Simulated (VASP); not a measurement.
Runs of VASP 6.6.1 on BaTiO3. The cells are those of the table. 

| level | potentials or basis | U | cell | k mesh | cutoff (eV) | gap on the mesh (eV) | pressure (GPa) | largest force (eV/Å) |
| --- | --- | --- | --- | --- | --- | --- | --- | --- |
| PBE | VASP PAW PBE potentials, release 64 (Ba_sv, Ti_sv, O) | - | a = 3.753, b = 4.526, c = 3.794 Å, angles 93.5, 80.3, 98.0°, 5 atoms | 7 × 6 × 7 | 520 | 0.53 | (c) | 0.75 |
| PBE | VASP PAW PBE potentials, release 64 (Ba_sv, Ti_sv, O_h) | - | a = 3.770, b = 4.534, c = 3.803 Å, angles 93.8, 78.7, 99.7°, 5 atoms | 6 × 5 × 6 | 1340 | (b) | 21.0 | 0.78 |
| PBE | VASP PAW PBE potentials, release 64 (Ba_sv, Ti_sv, O_h) | - | a = 3.749, b = 4.524, c = 3.791 Å, angles 93.5, 80.7, 97.6°, 5 atoms | 6 × 5 × 6 | 1340 | (a) | 19.5 | 0.74 |
| PBE+U | VASP PAW PBE potentials, release 64 (Ba_sv, Ti_sv, O) | Ti d U = 1.0 eV | a = 3.753, b = 4.526, c = 3.794 Å, angles 93.5, 80.3, 98.0°, 5 atoms | 7 × 6 × 7 | 520 | 0.61 | 20.9 | 0.71 |

Alike in all rows: task single point; no spin polarisation; smearing fermi-dirac 0.05 eV.

**Question.** Fill in the values left out.

**Answer.** (a) 0.58; (b) 0.27; (c) 20.0.

Caveats: spin-orbit coupling is left out, which moves the levels of the heavy elements; the stress differs along the axes, from 8 to 33 GPa (at least some runs); the stress differs along the axes, from 9 to 34 GPa (at least some runs).

A k mesh can miss the band edges, and the runs leave out spin-orbit coupling on Ba.
